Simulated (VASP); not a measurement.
**CuI: single point with PBE**

Crystal: CuI.

```
CELL_PARAMETERS angstrom
4.37554 0.00000 0.00000
-2.18777 3.78933 0.00000
0.00000 0.00000 7.25379
ATOMIC_POSITIONS crystal
Cu 0.33333 0.66667 0.25000
Cu 0.66667 0.33333 0.75000
I 0.66667 0.33333 0.25000
I 0.33333 0.66667 0.75000
```

```json
{"Program": "VASP 6.6.1", "Task": "single point", "Functional": "PBE", "Potentials or basis": "VASP PAW PBE potentials, release 64 (Cu, I)", "Cutoff": "520 eV", "k mesh": "6 × 6 × 4", "Occupations": "gaussian, width 0.01 eV", "Spin": "no spin polarisation"}
```

The pressure is 1.1 GPa. The band gap on the k mesh is 1.23 eV.

Stress tensor (GPa, compression positive):
```
1.26 0.00 0.00
0.00 1.26 0.00
0.00 0.00 0.71
```

Levels at points of the mesh, in eV from the valence-band top:
```tsv
k point	band 15	band 16	band 17	band 18	band 19	band 20	band 21	band 22
(0.00, 0.00, 0.00)	-0.24	-0.24	0.00	0.00	1.23	1.28	4.88	4.88
(0.50, 0.00, 0.00)	-1.51	-1.33	-1.29	-0.93	2.35	3.07	3.83	5.45
(0.00, 0.00, 0.50)	-0.12	-0.12	-0.12	-0.12	1.72	1.72	5.10	5.10
(0.50, 0.00, 0.50)	-1.41	-1.41	-0.84	-0.84	2.80	2.80	3.40	3.40
```

Run time: 2.3 min on 1 thread of Intel Xeon 8259CL, with other jobs on the host, peak memory 0.27 GiB.

Caveat: spin-orbit coupling is left out, which moves the levels of the heavy elements. A k mesh can miss the band edges.
